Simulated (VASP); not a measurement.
# GaP (F-43m) in VASP: further runs

Runs on GaP. Level: r2SCAN. Tasks: phonons.

Program: VASP 6.6.1. These are calculated values, not measurements. Logs are shortened: lines on timing, memory, paths and dates and some standing lists are left out, and cuts for length are marked.

### Step 1. The cell of the first run

Symmetry: F-43m, No. 216, cubic system. The conventional cell has a = 5.222 Å, b = 5.222 Å, c = 5.222 Å, α = 90.00°, β = 90.00°, γ = 90.00°. Ga (site symmetry -43m) has 4 P at 2.26 Å within 3.0 Å. P (site symmetry -43m) has 4 Ga at 2.26 Å within 3.0 Å.

### Step 2. Phonons, r2SCAN

The input, INCAR:

```
PREC = Accurate ; ENCUT = 520
EDIFF = 1E-8 ; ISMEAR = 0
SIGMA = 0.01 ; LREAL = False
LASPH = True ; NELM = 60
ALGO = Normal ; ISIF = 2
LWAVE = False ; LCHARG = True
METAGGA = R2SCAN ; LMIXTAU = True
IBRION = 6 ; NFREE = 2
POTIM = 0.015 ; NSW = 1
```

The input, KPOINTS:

```
Automatic mesh
0
Gamma
  8 8 8
```

The input, POSCAR:

```
GaP
1.0
    2.6107979180      2.6107979180      0.0000000000
   -2.6107979180      2.6107979180      0.0000000000
    0.0000000000      2.6107979180      2.6107979180
Ga P
1 1
Direct
    0.0000000000      0.0000000000      0.0000000000
    0.7500000000      0.2500000000      0.5000000000
```

Potentials or basis: VASP PAW PBE potentials, release 64 (Ga_d, P).

On the command line:

```console
cat potpaw_PBE.64/Ga_d/POTCAR potpaw_PBE.64/P/POTCAR > POTCAR
mpirun -np 1 vasp_std > vasp.out
```

OUTCAR:

```text
PREC = Accurate
   ENCUT = 520
   EDIFF = 1E-8
   ISMEAR = 0
   LREAL = False
   LASPH = True
   NELM = 60
   ISIF = 2
   METAGGA = R2SCAN
   IBRION = 6
   NFREE = 2
   POTIM = 0.015
   NSW = 1

 ion  position               nearest neighbor table
   1  0.000  0.000  0.000-   2 2.26   2 2.26   2 2.26   2 2.26
   2  0.750  0.250  0.500-   1 2.26   1 2.26   1 2.26   1 2.26

  LATTYP: Found a face centered cubic cell.
 ALAT       =     5.2215958360

  Lattice vectors:

 A1 = (   0.0000000000,   2.6107979180,   2.6107979180)
 A2 = (   2.6107979180,   0.0000000000,   2.6107979180)
 A3 = (   2.6107979180,   2.6107979180,   0.0000000000)

Analysis of symmetry for initial positions (statically):
=====================================================================
 Subroutine PRICEL returns:
 Original cell was already a primitive cell.

 Routine SETGRP: Setting up the symmetry group for a
 face centered cubic supercell.

 Subroutine GETGRP returns: Found 24 space group operations
 (whereof 24 operations were pure point group operations)
 out of a pool of 48 trial point group operations.

The static configuration has the point symmetry T_d .

Analysis of symmetry for dynamics (positions and initial velocities):
=====================================================================
 Subroutine PRICEL returns:
 Original cell was already a primitive cell.

 Routine SETGRP: Setting up the symmetry group for a
 face centered cubic supercell.

 Subroutine GETGRP returns: Found 24 space group operations
 (whereof 24 operations were pure point group operations)
 out of a pool of 48 trial point group operations.

The dynamic configuration has the point symmetry T_d .

 Subroutine INISYM returns: Found 24 space group operations
 (whereof 24 operations are pure point group operations),
 and found     1 'primitive' translations

----------------------------------------------------------------------------------------

                                     Primitive cell

  volume of cell :      35.5918

  direct lattice vectors                    reciprocal lattice vectors
     2.610797918  2.610797918  0.000000000     0.191512333  0.191512333 -0.191512333
    -2.610797918  2.610797918  0.000000000    -0.191512333  0.191512333 -0.191512333
     0.000000000  2.610797918  2.610797918     0.000000000  0.000000000  0.383024666

  length of vectors
     3.692225824  3.692225824  3.692225824     0.331709091  0.331709091  0.383024666

  position of ions in fractional coordinates (direct lattice)
     0.000000000  0.000000000  0.000000000
     0.750000000  0.250000000  0.500000000

  ion indices of the primitive-cell ions
   primitive index   ion index
                 1           1
                 2           2

----------------------------------------------------------------------------------------

 KPOINTS: Automatic mesh

Automatic generation of k-mesh.
 Grid dimensions read from file:
 generate k-points for:    8    8    8

 Generating k-lattice:

  Cartesian coordinates                     Fractional coordinates (reciprocal lattice)
     0.023939042  0.023939042 -0.023939042     0.125000000  0.000000000  0.000000000
    -0.023939042  0.023939042 -0.023939042     0.000000000  0.125000000  0.000000000
     0.000000000  0.000000000  0.047878083     0.000000000  0.000000000  0.125000000

  Length of vectors
     0.041463636  0.041463636  0.047878083

  Shift w.r.t. Gamma in fractional coordinates (k-lattice)
     0.000000000  0.000000000  0.000000000

 Subroutine IBZKPT returns following result:
[... 60 lines left out ...]
   NELECT =      18.0000    total number of electrons
   NUPDOWN=      -1.0000    fix difference up-down
   EMIN   =  10.00;   EMAX   =-10.00  energy-range for DOS
   EFERMI =   0.00;   METHOD = LEGACY
   ISMEAR =     0;   SIGMA  =   0.01  broadening in eV -4-tet -1-fermi 0-gaus
   EFERMI_NEDOS =   21; number of points for ismear=-14 and -15
   IALGO  =     38    algorithm
   IMIX   =      4    mixing-type and parameters
     AMIX     =   0.40;   BMIX     =  1.00
     AMIX_MAG =   1.60;   BMIX_MAG =  1.00
  volume/ion in A,a.u.               =      17.80       120.09
  Fermi-wavevector in a.u.,A,eV,Ry     =   1.304315  2.464798 23.146735  1.701237
  Thomas-Fermi vector in A             =   2.435259
   LORBIT       =      0    0 simple, 1 ext, 2 COOP (PROOUT), +10 PAW based schemes
   METAGGA = R2SCAN    functional components
   LHFCALC =     F    Hartree Fock is set to
   AEXX    =    0.0000 exact exchange contribution
   IVDW    =     0    specifies the selected vdW correction
   LEPSILON=     F    determine dielectric tensor
   LRPA    =     F    only Hartree local field effects (RPA)
 finite differences with symmetry
 non-spin polarized calculation
 Gauss-broadening in eV      SIGMA  =   0.01
  energy-cutoff  :      520.00
  volume of cell :       35.59
 maximum number of plane-waves:       982
   NGX = 13   NGY = 13   NGZ = 13

--------------------------------------- Ionic step        1  -------------------------------------------

 number of electron      18.0000014 magnetization

 Free energy of the ion-electron system (eV)
  ---------------------------------------------------
  ext. energy  EPLUGINS =         0.00000000
  ---------------------------------------------------
  free energy    TOTEN  =       -21.25881530 eV

  energy without entropy =      -21.25881530  energy(sigma->0) =      -21.25881530

------------------------ aborting loop because EDIFF is reached ----------------------------------------

  FORCE on cell =-STRESS in cart. coord.  units (eV):
  Direction    XX          YY          ZZ          XY          YZ          ZX
  --------------------------------------------------------------------------------------
  -------------------------------------------------------------------------------------
  Total        3.3308221      3.3308221      3.3308221     -0.0000000     -0.0000000      0.0000000
  in kB      149.9381852    149.9381852    149.9381852     -0.0000000     -0.0000000      0.0000000
  external PRESSURE =     149.9381852 kB  Pullay stress =       0.0000000 kB
[... 131 lines left out ...]
--------------------------------------- Ionic step        5  -------------------------------------------

 number of electron      18.0000013 magnetization

 Free energy of the ion-electron system (eV)
  ---------------------------------------------------
  ext. energy  EPLUGINS =         0.00000000
  ---------------------------------------------------
  free energy    TOTEN  =       -21.25724663 eV

  energy without entropy =      -21.25724663  energy(sigma->0) =      -21.25724663

 E-fermi :   6.0653     XC(G=0): -11.1938

 val. band max:        5.9365090398   @ k =   0.0000   0.0000   0.0000
 cond. band min:       7.4964267577   @ k =   0.5000   0.5000   0.0000
 fundamental gap:      1.5599177179
 Fermi energy:         6.0653194125

 k-point     1 :       0.0000    0.0000    0.0000
  band No.  band energies     occupation
      1      -9.3963      2.00000
      2      -9.3930      2.00000
      3      -9.3883      2.00000
      4      -9.2297      2.00000
      5      -9.2296      2.00000
      6      -8.2203      2.00000
      7       5.8355      2.00000
      8       5.8873      2.00000
      9       5.9365      2.00000
     10       9.3874      0.00000
     11       9.9746      0.00000
     12      10.0015      0.00000
     13      10.0309      0.00000
[... 354 lines left out ...]
  band No.  band energies     occupation
      1      -9.5525      2.00000
      2      -9.3406      2.00000
      3      -9.3210      2.00000
      4      -9.2401      2.00000
      5      -9.2183      2.00000
      6      -5.0666      2.00000
      7      -1.4870      2.00000
      8       2.0835      2.00000
      9       3.5065      2.00000
     10      10.0381      0.00000
     11      10.4790      0.00000
     12      13.1775      0.00000
     13      14.6885      0.00000

 [... further k-points ...]

------------------------ aborting loop because EDIFF is reached ----------------------------------------

  FORCE on cell =-STRESS in cart. coord.  units (eV):
  Direction    XX          YY          ZZ          XY          YZ          ZX
  --------------------------------------------------------------------------------------
  -------------------------------------------------------------------------------------
  Total        3.3301376      3.3345603      3.3345603      0.0000000     -0.2023251      0.0000000
  in kB      149.9073741    150.1064635    150.1064635      0.0000000     -9.1077388      0.0000000
  external PRESSURE =     150.0401003 kB  Pullay stress =       0.0000000 kB
[... 17 lines left out ...]
  FREE ENERGIE OF THE ION-ELECTRON SYSTEM (eV)
  ---------------------------------------------------
  free  energy   TOTEN  =       -21.2572466274 eV

  energy  without entropy=      -21.2572466274  energy(sigma->0) =      -21.25724663

 INTERNAL STRAIN TENSORS FROM DISPLACED ATOMS
 ============================================

 INTERNAL STRAIN TENSOR FOR ION    1 for displacements in x,y,z  (eV/Angst):
          X           Y           Z          XY          YZ          ZX
  --------------------------------------------------------------------------------
  x    -0.00000     0.00000     0.00000     0.00000   -13.79309     0.00000
  y     0.00000    -0.00000     0.00000     0.00000     0.00000   -13.79309
  z     0.00000     0.00000    -0.00000   -13.79309     0.00000     0.00000

 INTERNAL STRAIN TENSOR FOR ION    2 for displacements in x,y,z  (eV/Angst):
          X           Y           Z          XY          YZ          ZX
  --------------------------------------------------------------------------------
  x     0.00000     0.00000     0.00000     0.00000    13.46468     0.00000
  y     0.00000     0.00000     0.00000     0.00000     0.00000    13.46468
  z     0.00000     0.00000     0.00000    13.46468     0.00000     0.00000

 Eigenvectors and eigenvalues of the dynamical matrix
 ----------------------------------------------------

   1 f  =   12.612130 THz    79.244352 2PiTHz  420.695382 cm-1    52.159556 meV
             X         Y         Z           dx          dy          dz
      0.000000  0.000000  0.000000     0.021042    0.001259    0.556725
      1.305399  3.916197  1.305399    -0.031364   -0.001876   -0.829835
[... 21 lines left out ...]
   6 f/i=    0.038092 THz     0.239342 2PiTHz    1.270626 cm-1     0.157537 meV
             X         Y         Z           dx          dy          dz
      0.000000  0.000000  0.000000    -0.318715    0.762778   -0.078757
      1.305399  3.916197  1.305399    -0.213822    0.511738   -0.052837

 ELASTIC MODULI CONTR FROM IONIC RELAXATION (kBar)
 Direction    XX          YY          ZZ          XY          YZ          ZX
 --------------------------------------------------------------------------------
 XX          -0.0000      0.0000      0.0000      0.0000     -0.0000      0.0000
 YY           0.0000     -0.0000      0.0000      0.0000      0.0000     -0.0000
 ZZ           0.0000      0.0000     -0.0000     -0.0000      0.0000      0.0000
 XY           0.0000      0.0000     -0.0000   -597.5658     -0.0000      0.0000
 YZ          -0.0000      0.0000      0.0000     -0.0000   -597.5658      0.0000
 ZX           0.0000     -0.0000      0.0000      0.0000      0.0000   -597.5658
 --------------------------------------------------------------------------------
```

Wall time 17 min (1 thread of Intel Xeon 8259CL, shared host); peak memory 0.23 GiB.

What came out:

| Quantity | Value |
| --- | --- |
| Highest phonon frequency at Γ, LO-TO splitting left out | 421 cm⁻¹ |

Phonon frequencies in cm⁻¹ (negative: imaginary):
```tsv
q point	frequencies
(0.000, 0.000, 0.000)	-1 -1 -1 421 421 421
```

Caveat: the cell stands under pressure or tension, which shifts response properties; the PAW data sets were made with another functional, which shifts forces and pressure a little.

### Step 3. Phonons, r2SCAN

This run uses another cell than the first one, of 18.45 Å³/atom.

The input, INCAR:

```
SYSTEM = GaP
  PREC = Accurate
  ENCUT = 520
  EDIFF = 1E-8
  ISMEAR = 0
  SIGMA = 0.01
  LREAL = .FALSE.
  LASPH = .TRUE.
  NELM = 80
  ALGO = Normal
  ISIF = 2
  LWAVE = .FALSE.
  LCHARG = .TRUE.
  METAGGA = R2SCAN
  LMIXTAU = .TRUE.
  IBRION = 6
  NFREE = 2
  POTIM = 0.015
  NSW = 1
```

The input, KPOINTS:

```
regular mesh
0
G
  8 8 8
  0 0 0
```

The input, POSCAR:

```
GaP
1.0
    2.6426048453      2.6426048453      0.0000000000
   -2.6426048453      2.6426048453      0.0000000000
    0.0000000000      2.6426048453      2.6426048453
Ga P
1 1
Direct
    0.0000000000      0.0000000000      0.0000000000
    0.7500000000      0.2500000000      0.5000000000
```

Potentials or basis: VASP PAW PBE potentials, release 64 (Ga_d, P).

On the command line:

```console
cat potpaw_PBE.64/Ga_d/POTCAR potpaw_PBE.64/P/POTCAR > POTCAR
mpirun -np 1 vasp_std > vasp.out
```

OUTCAR:

```text
SYSTEM = GaP
   PREC = Accurate
   ENCUT = 520
   EDIFF = 1E-8
   ISMEAR = 0
   LREAL = .FALSE.
   LASPH = .TRUE.
   NELM = 80
   ISIF = 2
   METAGGA = R2SCAN
   IBRION = 6
   NFREE = 2
   POTIM = 0.015
   NSW = 1

 ion  position               nearest neighbor table
   1  0.000  0.000  0.000-   2 2.29   2 2.29   2 2.29   2 2.29
   2  0.750  0.250  0.500-   1 2.29   1 2.29   1 2.29   1 2.29

  LATTYP: Found a face centered cubic cell.
 ALAT       =     5.2852096906

  Lattice vectors:

 A1 = (   0.0000000000,   2.6426048453,   2.6426048453)
 A2 = (   2.6426048453,   0.0000000000,   2.6426048453)
 A3 = (   2.6426048453,   2.6426048453,   0.0000000000)

Analysis of symmetry for initial positions (statically):
=====================================================================
 Subroutine PRICEL returns:
 Original cell was already a primitive cell.

 Routine SETGRP: Setting up the symmetry group for a
 face centered cubic supercell.

 Subroutine GETGRP returns: Found 24 space group operations
 (whereof 24 operations were pure point group operations)
 out of a pool of 48 trial point group operations.

The static configuration has the point symmetry T_d .

Analysis of symmetry for dynamics (positions and initial velocities):
=====================================================================
 Subroutine PRICEL returns:
 Original cell was already a primitive cell.

 Routine SETGRP: Setting up the symmetry group for a
 face centered cubic supercell.

 Subroutine GETGRP returns: Found 24 space group operations
 (whereof 24 operations were pure point group operations)
 out of a pool of 48 trial point group operations.

[... 314 lines left out ...]
      3      -9.7139      2.00000
      4      -9.5700      2.00000
      5      -9.5700      2.00000
      6      -8.3194      2.00000
      7       5.4133      2.00000
      8       5.4643      2.00000
      9       5.5127      2.00000
     10       8.6343      0.00000
     11       9.5811      0.00000
     12       9.6076      0.00000
     13       9.6367      0.00000
[... 354 lines left out ...]
  band No.  band energies     occupation
      1      -9.8586      2.00000
      2      -9.6707      2.00000
      3      -9.6535      2.00000
      4      -9.5788      2.00000
      5      -9.5598      2.00000
      6      -5.3319      2.00000
      7      -1.6899      2.00000
      8       1.8104      2.00000
      9       3.2013      2.00000
     10       9.5401      0.00000
     11      10.0816      0.00000
     12      12.6479      0.00000
     13      14.1692      0.00000

 [... further k-points ...]

------------------------ aborting loop because EDIFF is reached ----------------------------------------

  FORCE on cell =-STRESS in cart. coord.  units (eV):
  Direction    XX          YY          ZZ          XY          YZ          ZX
  --------------------------------------------------------------------------------------
  -------------------------------------------------------------------------------------
  Total        2.2906958      2.2945111      2.2945111      0.0000000     -0.1738751      0.0000000
  in kB       99.4377565     99.6033764     99.6033764      0.0000000     -7.5478170      0.0000000
  external PRESSURE =      99.5481697 kB  Pullay stress =       0.0000000 kB
[... 17 lines left out ...]
  FREE ENERGIE OF THE ION-ELECTRON SYSTEM (eV)
  ---------------------------------------------------
  free  energy   TOTEN  =       -21.3593239097 eV

  energy  without entropy=      -21.3593239097  energy(sigma->0) =      -21.35932391

 INTERNAL STRAIN TENSORS FROM DISPLACED ATOMS
 ============================================

 INTERNAL STRAIN TENSOR FOR ION    1 for displacements in x,y,z  (eV/Angst):
          X           Y           Z          XY          YZ          ZX
  --------------------------------------------------------------------------------
  x     0.00000    -0.00000    -0.00000     0.00000   -11.54498     0.00000
  y     0.00000     0.00000     0.00000     0.00000     0.00000   -11.54498
  z    -0.00000    -0.00000     0.00000   -11.54498     0.00000     0.00000

 INTERNAL STRAIN TENSOR FOR ION    2 for displacements in x,y,z  (eV/Angst):
          X           Y           Z          XY          YZ          ZX
  --------------------------------------------------------------------------------
  x     0.00000     0.00000     0.00000     0.00000    11.56427     0.00000
  y     0.00000     0.00000     0.00000     0.00000     0.00000    11.56427
  z     0.00000     0.00000     0.00000    11.56427     0.00000     0.00000

 Eigenvectors and eigenvalues of the dynamical matrix
 ----------------------------------------------------

   1 f  =   12.097085 THz    76.008230 2PiTHz  403.515336 cm-1    50.029503 meV
             X         Y         Z           dx          dy          dz
      0.000000  0.000000  0.000000     0.119928   -0.545548    0.000000
      1.321302  3.963907  1.321302    -0.178087    0.810111    0.000000
[... 21 lines left out ...]
   6 f/i=    0.057676 THz     0.362387 2PiTHz    1.923855 cm-1     0.238528 meV
             X         Y         Z           dx          dy          dz
      0.000000  0.000000  0.000000     0.000000   -0.000000   -0.829454
      1.321302  3.963907  1.321302    -0.000000    0.000000   -0.558574

 ELASTIC MODULI CONTR FROM IONIC RELAXATION (kBar)
 Direction    XX          YY          ZZ          XY          YZ          ZX
 --------------------------------------------------------------------------------
 XX          -0.0000     -0.0000     -0.0000     -0.0000     -0.0000      0.0000
 YY          -0.0000     -0.0000     -0.0000     -0.0000     -0.0000     -0.0000
 ZZ          -0.0000     -0.0000     -0.0000      0.0000     -0.0000      0.0000
 XY          -0.0000     -0.0000      0.0000   -449.5094      0.0000     -0.0000
 YZ          -0.0000     -0.0000     -0.0000      0.0000   -449.5094      0.0000
 ZX           0.0000     -0.0000      0.0000     -0.0000      0.0000   -449.5094
 --------------------------------------------------------------------------------
```

Wall time 16 min (1 thread of Intel Xeon 8259CL, shared host); peak memory 0.23 GiB.

Results:

* Highest phonon frequency at Γ, LO-TO splitting left out: 404 cm⁻¹

Phonon frequencies in cm⁻¹ (negative: imaginary):
```
              q point           frequencies
(0.000, 0.000, 0.000)  -2 -2 -2 404 404 404
```

Caveat: the cell stands under pressure or tension, which shifts response properties; the PAW data sets were made with another functional, which shifts forces and pressure a little.
